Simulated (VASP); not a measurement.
# GaP in VASP: a series of runs, part 2 of 2

VASP 6.6.1.

## Step 4: Single point, PBEsol, non-collinear spin, zero start, spin-orbit coupling (film at in-plane strain -0.01)

Contents of INCAR:

```
SYSTEM = GaP
ALGO = Normal
EDIFF = 1E-6
ENCUT = 520
GGA = PS
GGA_COMPAT = .False.
ISIF = 2
ISMEAR = 0
LASPH = .True.
LCHARG = .True.
LORBIT = 11
LORBMOM = .True.
LREAL = .False.
LSORBIT = .True.
LVHAR = .True.
LWAVE = .False.
MAGMOM = 0 0 0 0 0 0
NBANDS = 30
NELM = 150
PREC = Accurate
SIGMA = 0.01
```

Contents of KPOINTS:

```
k-points
0
Gamma
  8 8 8
  0 0 0
```

Contents of POSCAR:

```
GaP
1.0
    2.6920714798      2.6920714798      0.0000000000
   -2.6920714798      2.6920714798      0.0000000000
    0.0000000000      2.6920714798      2.7433054772
Ga P
1 1
Direct
    0.0000000000      0.0000000000      0.0000000000
    0.7500000000      0.2500000000      0.5000000000
```

Potentials or basis: VASP PAW PBE potentials, release 64 (Ga_d, P).

Run with:

```
cat potpaw_PBE.64/Ga_d/POTCAR potpaw_PBE.64/P/POTCAR > POTCAR
mpirun -np 1 vasp_ncl > vasp.out
```

OUTCAR:

```text
SYSTEM = GaP
   EDIFF = 1E-6
   ENCUT = 520
   GGA = PS
   ISIF = 2
   ISMEAR = 0
   LASPH = .True.
   LORBIT = 11
   LREAL = .False.
   LSORBIT = .True.
   NELM = 150
   PREC = Accurate

 ion  position               nearest neighbor table
   1  0.000  0.000  0.000-   2 2.35   2 2.35   2 2.35   2 2.35
   2  0.750  0.250  0.500-   1 2.35   1 2.35   1 2.35   1 2.35

  LATTYP: Found a body centered tetragonal cell.
 ALAT       =     3.8071639976
 C/A-ratio  =     1.4411280832

  Lattice vectors:

 A1 = (   2.6920714798,   0.0000000000,  -2.7433054772)
 A2 = (  -2.6920714798,   0.0000000000,  -2.7433054772)
 A3 = (   0.0000000000,   2.6920714798,   2.7433054772)

Analysis of symmetry for initial positions (statically):
=====================================================================
 Subroutine PRICEL returns:
 Original cell was already a primitive cell.

 Routine SETGRP: Setting up the symmetry group for a
 body centered tetragonal supercell.

 Subroutine GETGRP returns: Found  8 space group operations
 (whereof  8 operations were pure point group operations)
 out of a pool of 16 trial point group operations.
[... 1058 lines left out ...]
     0.0000000     0.0000000     0.0000000     0.0000000     0.0000000     0.0000000     0.0000000
     0.0000000     0.0000000     0.0000000     0.0000000     0.0000000     0.0000000     0.0000000
     0.0000000     0.0000000     0.0000000     0.0000000     0.0000000     0.0000000     0.0000000
     0.0000000     0.0000000     0.0000000     0.0000000     0.0000000     0.0000000     0.0000000
     0.0000000     0.0000000     0.0000000     0.0000000     0.0000000     0.0000000     0.0000000

 Ion:    2  E_soc:     -0.0008889
 l=   1
     0.0000000    -0.0001476    -0.0001493
    -0.0001476     0.0000000    -0.0001476
    -0.0001493    -0.0001476     0.0000000
 l=   2
     0.0000000     0.0000000     0.0000000     0.0000000     0.0000000
     0.0000000     0.0000000     0.0000000     0.0000000     0.0000000
     0.0000000     0.0000000     0.0000000     0.0000000     0.0000000
     0.0000000     0.0000000     0.0000000     0.0000000     0.0000000
     0.0000000     0.0000000     0.0000000     0.0000000     0.0000000
 l=   3
     0.0000000     0.0000000     0.0000000     0.0000000     0.0000000     0.0000000     0.0000000
     0.0000000     0.0000000     0.0000000     0.0000000     0.0000000     0.0000000     0.0000000
     0.0000000     0.0000000     0.0000000     0.0000000     0.0000000     0.0000000     0.0000000
     0.0000000     0.0000000     0.0000000     0.0000000     0.0000000     0.0000000     0.0000000
     0.0000000     0.0000000     0.0000000     0.0000000     0.0000000     0.0000000     0.0000000
     0.0000000     0.0000000     0.0000000     0.0000000     0.0000000     0.0000000     0.0000000
     0.0000000     0.0000000     0.0000000     0.0000000     0.0000000     0.0000000     0.0000000

 total charge

# of ion       s       p       d       tot
------------------------------------------
    1        0.866   0.873  10.016  11.754
    2        1.017   1.519   0.000   2.536
--------------------------------------------------
tot          1.882   2.392  10.016  14.290

 magnetization (x)

# of ion       s       p       d       tot
------------------------------------------
    1        0.000   0.000  -0.000   0.000
    2        0.000   0.000   0.000   0.000
--------------------------------------------------
tot          0.000   0.000  -0.000   0.000

 magnetization (y)

# of ion       s       p       d       tot
------------------------------------------
    1        0.000   0.000   0.000   0.000
    2        0.000   0.000   0.000   0.000
--------------------------------------------------
tot          0.000   0.000   0.000   0.000

 magnetization (z)

# of ion       s       p       d       tot
------------------------------------------
    1        0.000   0.000  -0.000   0.000
    2        0.000   0.000   0.000   0.000
--------------------------------------------------
tot          0.000   0.000  -0.000   0.000
```

OSZICAR:

```text
N       E                     dE             d eps       ncg     rms          rms(c)
DAV:   1     0.130351662122E+03    0.13035E+03   -0.83236E+03  5790   0.177E+03
DAV:   2     0.705390259186E+01   -0.12330E+03   -0.11613E+03  5518   0.448E+02
DAV:   3    -0.960512033705E+01   -0.16659E+02   -0.16398E+02  6178   0.116E+02
DAV:   4    -0.102015206369E+02   -0.59640E+00   -0.59506E+00  6300   0.235E+01
DAV:   5    -0.102153188205E+02   -0.13798E-01   -0.13795E-01  6334   0.339E+00    0.424E+00
DAV:   6    -0.996407019956E+01    0.25125E+00   -0.31470E-01  8006   0.125E+01    0.255E+00
DAV:   7    -0.992636334650E+01    0.37707E-01   -0.13552E-01  6772   0.294E+00    0.102E+00
DAV:   8    -0.992402547097E+01    0.23379E-02   -0.21960E-02  6852   0.240E+00    0.259E-01
DAV:   9    -0.992389472479E+01    0.13075E-03   -0.22741E-03  7618   0.988E-01    0.123E-01
DAV:  10    -0.992395620486E+01   -0.61480E-04   -0.32584E-04  7816   0.207E-01    0.312E-02
DAV:  11    -0.992397495126E+01   -0.18746E-04   -0.73006E-05  7042   0.151E-01    0.126E-02
DAV:  12    -0.992398439368E+01   -0.94424E-05   -0.14432E-05  5678   0.283E-02    0.779E-03
DAV:  13    -0.992398440074E+01   -0.70622E-08   -0.33212E-07  4858   0.539E-03
   1 F= -.99239844E+01 E0= -.99239844E+01  d E =-.315621E-57  mag=     0.0000    -0.0000    -0.0000
```

Run time: 2.3 min. Hardware: 1 thread of Intel Xeon 6975P-C (Granite Rapids), shared host; peak memory 0.34 GiB.

Results:

```yaml
Free_energy: -9.9240 eV
Pressure: 0.8 GPa
Net_moment: 0.00 μB per cell
Valence_electrons_inside_the_program's_atomic_spheres: Ga 11.75; P 2.54
```

Moments on the atoms (μB; x, y, z):
```
Ga  0.00 0.00 0.00
P   0.00 0.00 0.00
```

Caveat: the cell differs from its parent crystal (film at in-plane strain -0.01); the PAW data sets were made with another functional, which shifts forces and pressure a little.

## Step 5: The runs side by side

```csv
cell,pressure (GPa),moment (μB)
"a = 3.846 Å, angles 60.0, 60.0, 90.0°, 2 atoms",-0.2,0.00
"a = 3.769, b = 3.769, c = 3.842 Å, angles 60.6, 60.6, 90.0°, 2 atoms",1.8,0.00
"a = 3.807, b = 3.807, c = 3.844 Å, angles 60.3, 60.3, 90.0°, 2 atoms",0.8,0.00
```

Alike in all rows: task single point; level PBEsol; potentials or basis VASP PAW PBE potentials, release 64 (Ga_d, P); spin non-collinear, zero start, SOC; k mesh 8 × 8 × 8; cutoff (eV) 520; smearing gaussian 0.01 eV.

Caveats: the PAW data sets were made with another functional, which shifts forces and pressure a little.

Total energies depend on the potentials used, so only differences within one code and one set of settings carry meaning.
